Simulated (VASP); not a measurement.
# Si2Sn3 (P-6m2) in VASP: further runs, part 2 of 2

VASP 6.6.1. Earlier steps stand in the parts before.

**4. Relaxation of cell and atoms, PBE**

Input file INCAR:

```
PREC = Accurate
ENCUT = 600
EDIFF = 1E-6
ISMEAR = 0
SIGMA = 0.1
LREAL = F
LASPH = T
NELM = 80
ALGO = Fast
ISIF = 3
LWAVE = F
LCHARG = F
GGA = PE
IBRION = 2
NSW = 90
EDIFFG = -0.04
```

Input file KPOINTS:

```
Automatic mesh
0
Gamma
  6 6 1
```

Input file POSCAR:

```
Si2Sn3
1.0
    3.0391030300      0.0000000000      0.0000000000
   -1.5195515200      2.6319404300      0.0000000000
    0.0000000000      0.0000000000     28.6561981000
Si Sn
4 6
Direct
    0.3333333300      0.6666666700      0.9000000000
    0.3333333300      0.6666666700      0.1000000000
    0.3333333300      0.6666666700      0.5000000000
    0.6666666700      0.3333333300      0.0000000000
    0.3333333300      0.6666666700      0.7000000000
    0.3333333300      0.6666666700      0.3000000000
    0.6666666700      0.3333333300      0.8000000000
    0.6666666700      0.3333333300      0.2000000000
    0.6666666700      0.3333333300      0.4000000000
    0.6666666700      0.3333333300      0.6000000000
```

Command:

```
$ cat potpaw_PBE.64/Si/POTCAR potpaw_PBE.64/Sn_d/POTCAR > POTCAR
$ mpirun -np 1 vasp_std > vasp.out
```

Wall time 64 min (1 thread of Intel Xeon 6975P-C (Granite Rapids), shared host); peak memory 0.47 GiB.

Results (log left out):

| Property | Result |
| --- | --- |
| Free energy | -41.8305 eV |
| Relaxed volume | 23.66 Å³/atom |
| Relaxed cell | a = 3.463 Å, b = 3.463 Å, c = 22.775 Å, α = 90.00°, β = 90.00°, γ = 120.00° |
| Space group after relaxing (to 0.1 Å) | P-6m2 (No. 187) |
| Energy gained by relaxing | 283.7 meV/atom |
| Ionic steps | 52 |
| Pressure after relaxing | 0.0 GPa |
| Largest force after relaxing | 0.030 eV/Å |
| Band gap on the k mesh | zero (bands 50 and 51 overlap by 4.81 eV) |

Forces in eV/Å, atoms in the order of the input:
```
Si   0.000  0.000  0.030
Si   0.000  0.000 -0.030
Si   0.000  0.000  0.000
Si   0.000  0.000  0.000
Sn   0.000  0.000  0.006
Sn   0.000  0.000 -0.006
Sn   0.000  0.000 -0.007
Sn   0.000  0.000  0.007
Sn   0.000  0.000 -0.002
Sn   0.000  0.000  0.002
```

Step by step:
| step | energy change (eV) | largest force (eV/Å) | pressure (GPa) | volume (Å³) |
| --- | --- | --- | --- | --- |
| 1 | 0.0000 | 0.7108 | 3.58 | 229.21 |
| 3 | -0.2200 | 0.5056 | -0.73 | 245.07 |
| 5 | -0.5016 | 0.5021 | -0.28 | 240.60 |
| 7 | -0.4668 | 1.5807 | 6.43 | 220.91 |
| 9 | -0.8131 | 0.9768 | 3.73 | 225.91 |
| 11 | -0.8763 | 0.9257 | 2.49 | 229.20 |
| 13 | -1.0358 | 1.0396 | 2.19 | 230.01 |
| 15 | -1.0586 | 1.1074 | 2.18 | 230.46 |
| 17 | -1.2443 | 0.8765 | -0.01 | 237.00 |
| 19 | -1.3003 | 0.6376 | -1.89 | 243.80 |
| 21 | -1.5736 | 0.8174 | -1.21 | 236.83 |
| 23 | -1.9117 | 0.5056 | 0.71 | 225.35 |
| 25 | -2.0290 | 0.7461 | 2.03 | 222.30 |
| 27 | -2.5425 | 0.5449 | -3.20 | 249.50 |
| 29 | -2.6574 | 0.4956 | -2.30 | 245.82 |
| 31 | -2.6874 | 0.3911 | -1.65 | 245.20 |
| 33 | -2.6892 | 0.3863 | -2.08 | 245.61 |
| 35 | -2.7528 | 0.3271 | -0.94 | 240.73 |
| 37 | -2.7775 | 0.2845 | 0.32 | 235.29 |
| 39 | -2.8050 | 0.2303 | -0.05 | 236.33 |
| 41 | -2.8076 | 0.2095 | -0.23 | 236.78 |
| 43 | -2.8221 | 0.1394 | 0.50 | 235.03 |
| 45 | -2.8279 | 0.0953 | -0.02 | 236.92 |
| 47 | -2.8306 | 0.0671 | -0.10 | 237.14 |
| 49 | -2.8346 | 0.0543 | -0.09 | 236.83 |
| 51 | -2.8354 | 0.0502 | -0.08 | 236.80 |
| 52 | -2.8368 | 0.0299 | -0.04 | 236.60 |

Final structure:
```cif
data_structure
_symmetry_space_group_name_H-M 'P 1'
_symmetry_Int_Tables_number 1
_cell_length_a 3.4635
_cell_length_b 3.4635
_cell_length_c 22.7750
_cell_angle_alpha 90.000
_cell_angle_beta 90.000
_cell_angle_gamma 120.000
_cell_volume 236.60
loop_
_atom_site_label
_atom_site_type_symbol
_atom_site_fract_x
_atom_site_fract_y
_atom_site_fract_z
_atom_site_occupancy
Si1 Si 0.33333 0.66667 0.93681 1
Si2 Si 0.33333 0.66667 0.06319 1
Si3 Si 0.33333 0.66667 0.50000 1
Si4 Si 0.66667 0.33333 0.00000 1
Sn1 Sn 0.33333 0.66667 0.71183 1
Sn2 Sn 0.33333 0.66667 0.28817 1
Sn3 Sn 0.66667 0.33333 0.83336 1
Sn4 Sn 0.66667 0.33333 0.16664 1
Sn5 Sn 0.66667 0.33333 0.40722 1
Sn6 Sn 0.66667 0.33333 0.59278 1
```

Levels at points of the mesh, in eV from the Fermi level:
| k point | band 45 | band 46 | band 47 | band 48 | band 49 | band 50 | band 51 | band 52 | band 53 | band 54 |
| --- | --- | --- | --- | --- | --- | --- | --- | --- | --- | --- |
| (0.00, 0.00, 0.00) | 0.36 | 2.41 | 3.08 | 3.08 | 3.31 | 3.33 | 3.33 | 3.53 | 3.82 | 3.82 |
| (0.50, 0.00, 0.00) | -3.10 | -2.49 | -1.99 | -1.87 | -0.98 | -0.60 | -0.20 | 0.54 | 0.87 | 1.01 |

Caveat: the k points lie up to 0.35 Å⁻¹ apart in the final cell, too coarse for converged energies and pressures of a metal; a cell axis changed by over 15 % at a fixed basis, so the end point is rough; spin-orbit coupling is left out, which moves the levels of the heavy elements.

**5. Single point, PBE**

This run uses another cell than the first one, of 24.00 Å³/atom.

Input file INCAR:

```
SYSTEM = Si2Sn3
PREC = Accurate ; ENCUT = 520
EDIFF = 1E-6 ; ISMEAR = 0
SIGMA = 0.1 ; LREAL = .FALSE.
LASPH = .TRUE. ; NELM = 80
ALGO = Fast ; ISIF = 2
LWAVE = .FALSE. ; LCHARG = .FALSE.
GGA = PE ; NBANDS = 61
```

Input file KPOINTS:

```
Automatic mesh
0
G
  12 12 2
  0 0 0
```

Input file POSCAR:

```
Si2Sn3
1.0
    3.6324081825      0.0000000000      0.0000000000
   -1.8162040913      3.1457577630      0.0000000000
    0.0000000000      0.0000000000     21.0016353588
Si Sn
4 6
Direct
    0.3333333333      0.6666666667      0.9339941041
    0.3333333333      0.6666666667      0.0660058959
    0.3333333333      0.6666666667      0.5000000000
    0.6666666667      0.3333333333      0.0000000000
    0.3333333333      0.6666666667      0.7108812659
    0.3333333333      0.6666666667      0.2891187341
    0.6666666667      0.3333333333      0.8321903712
    0.6666666667      0.3333333333      0.1678096288
    0.6666666667      0.3333333333      0.4142084424
    0.6666666667      0.3333333333      0.5857915576
```

Potentials or basis: VASP PAW PBE potentials, release 64 (Si, Sn_d).

Command:

```
$ cat potpaw_PBE.64/Si/POTCAR potpaw_PBE.64/Sn_d/POTCAR > POTCAR
$ mpirun -np 1 vasp_std > vasp.out
```

OUTCAR:

```text
SYSTEM = Si2Sn3
   PREC = Accurate
   ENCUT = 520
   EDIFF = 1E-6
   ISMEAR = 0
   LREAL = .FALSE.
   LASPH = .TRUE.
   NELM = 80
   ISIF = 2
   GGA = PE

 ion  position               nearest neighbor table
   1  0.333  0.667  0.934-   4 2.51   4 2.51   4 2.51   2 2.77   7 2.99   7 2.99   7 2.99
   2  0.333  0.667  0.066-   4 2.51   4 2.51   4 2.51   1 2.77   8 2.99   8 2.99   8 2.99
   3  0.333  0.667  0.500-   9 2.76  10 2.76   9 2.76  10 2.76   9 2.76  10 2.76
   4  0.667  0.333  0.000-   1 2.51   2 2.51   1 2.51   2 2.51   1 2.51   2 2.51
[... 1762 lines left out ...]
  external PRESSURE =      -0.6014465 kB  Pullay stress =       0.0000000 kB

 VOLUME and BASIS-vectors are now :
 -----------------------------------------------------------------------------
  energy-cutoff  :      520.00
  volume of cell :      239.98
      direct lattice vectors                 reciprocal lattice vectors
     3.632408182  0.000000000  0.000000000     0.275299457  0.158944216  0.000000000
    -1.816204091  3.145757763  0.000000000     0.000000000  0.317888431  0.000000000
     0.000000000  0.000000000 21.001635359     0.000000000  0.000000000  0.047615340

 POSITION                                       TOTAL-FORCE (eV/Angst)
 -----------------------------------------------------------------------------------
     -0.00000      2.09717     19.61540        -0.000000      0.000000      0.009935
     -0.00000      2.09717      1.38623        -0.000000      0.000000     -0.009935
     -0.00000      2.09717     10.50082        -0.000000      0.000000      0.000000
      1.81620      1.04859      0.00000         0.000000      0.000000      0.000000
     -0.00000      2.09717     14.92967         0.000000      0.000000     -0.000792
     -0.00000      2.09717      6.07197        -0.000000      0.000000      0.000792
      1.81620      1.04859     17.47736         0.000000      0.000000      0.001140
      1.81620      1.04859      3.52428         0.000000     -0.000000     -0.001140
      1.81620      1.04859      8.69905         0.000000     -0.000000      0.000810
      1.81620      1.04859     12.30258        -0.000000     -0.000000     -0.000810
 -----------------------------------------------------------------------------------
    total drift:                                0.000000     -0.000000      0.000000

  FREE ENERGIE OF THE ION-ELECTRON SYSTEM (eV)
  ---------------------------------------------------
  free  energy   TOTEN  =       -42.0269161163 eV

  energy  without entropy=      -42.0026632709  energy(sigma->0) =      -42.01478969
```

OSZICAR:

```text
N       E                     dE             d eps       ncg     rms          rms(c)
DAV:   1     0.109908180833E+04    0.10991E+04   -0.46451E+04  4962   0.230E+03
DAV:   2     0.144137306199E+03   -0.95494E+03   -0.93288E+03  4636   0.658E+02
DAV:   3    -0.295608423508E+02   -0.17370E+03   -0.16812E+03  5083   0.218E+02
DAV:   4    -0.424814678891E+02   -0.12921E+02   -0.12548E+02  5488   0.594E+01
DAV:   5    -0.429116166361E+02   -0.43015E+00   -0.42838E+00  5510   0.111E+01    0.662E+00
RMM:   6    -0.425496167090E+02    0.36200E+00   -0.17847E+00  5843   0.411E+00    0.395E+00
RMM:   7    -0.429099475230E+02   -0.36033E+00   -0.50649E-01  6056   0.241E+00    0.366E+00
RMM:   8    -0.420507065323E+02    0.85924E+00   -0.17194E-01  6056   0.168E+00    0.158E+00
RMM:   9    -0.420260289282E+02    0.24678E-01   -0.48480E-02  6453   0.101E+00    0.225E-01
RMM:  10    -0.420267916563E+02   -0.76273E-03   -0.18825E-02  7525   0.560E-01    0.188E-01
RMM:  11    -0.420268651569E+02   -0.73501E-04   -0.19577E-03  7292   0.191E-01    0.107E-01
RMM:  12    -0.420269110242E+02   -0.45867E-04   -0.48374E-04  7075   0.888E-02    0.105E-02
RMM:  13    -0.420269158113E+02   -0.47871E-05   -0.97271E-05  7598   0.394E-02    0.126E-02
RMM:  14    -0.420269167667E+02   -0.95543E-06   -0.12064E-05  5807   0.144E-02    0.106E-02
RMM:  15    -0.420269161163E+02    0.65045E-06   -0.26545E-06  4136   0.816E-03
   1 F= -.42026916E+02 E0= -.42014790E+02  d E =-.242528E-01
```

Wall time 7.5 min (1 thread of Intel Xeon 6975P-C (Granite Rapids), shared host); peak memory 0.59 GiB.

Results:

```
Free energy            : -42.0269 eV
Pressure               : -0.1 GPa
Largest force          : 0.010 eV/Å
Band gap on the k mesh : zero (bands 50 and 51 overlap by 4.34 eV)
```

Forces in eV/Å, atoms in the order of the input:
```
Si   0.000  0.000  0.010
Si   0.000  0.000 -0.010
Si   0.000  0.000  0.000
Si   0.000  0.000  0.000
Sn   0.000  0.000 -0.001
Sn   0.000  0.000  0.001
Sn   0.000  0.000  0.001
Sn   0.000  0.000 -0.001
Sn   0.000  0.000  0.001
Sn   0.000  0.000 -0.001
```

Caveat: spin-orbit coupling is left out, which moves the levels of the heavy elements.

**6. The runs side by side**

```tsv
task	cell	k mesh	cutoff (eV)	gap on the mesh (eV)	pressure (GPa)	largest force (eV/Å)
single point	a = 3.039, b = 3.039, c = 28.656 Å, angles 90.0, 90.0, 120.0°, 10 atoms, atomic positions A	6 × 6 × 1	520	none	3.6	0.71
single point	a = 3.449, b = 3.449, c = 22.841 Å, angles 90.0, 90.0, 120.0°, 10 atoms, atomic positions B	6 × 6 × 1	520	none	0.2	0.02
relaxation of cell and atoms	relaxed from a = 3.039, b = 3.039, c = 28.656 Å, angles 90.0, 90.0, 120.0°, 10 atoms, atomic positions A	6 × 6 × 1	600	none	0.0	0.03
single point	a = 3.632, b = 3.632, c = 21.002 Å, angles 90.0, 90.0, 120.0°, 10 atoms, atomic positions C	12 × 12 × 2	520	none	-0.1	0.01
```

Alike in all rows: level PBE; potentials or basis VASP PAW PBE potentials, release 64 (Si, Sn_d); no spin polarisation; smearing gaussian 0.1 eV.

Caveats: some runs use coarse meshes; spin-orbit coupling is left out, which moves the levels of the heavy elements; a cell axis changed by over 15 % at a fixed basis, so the end point is rough (at least some runs).

Total energies depend on the potentials used, so only differences within one code and one set of settings carry meaning.
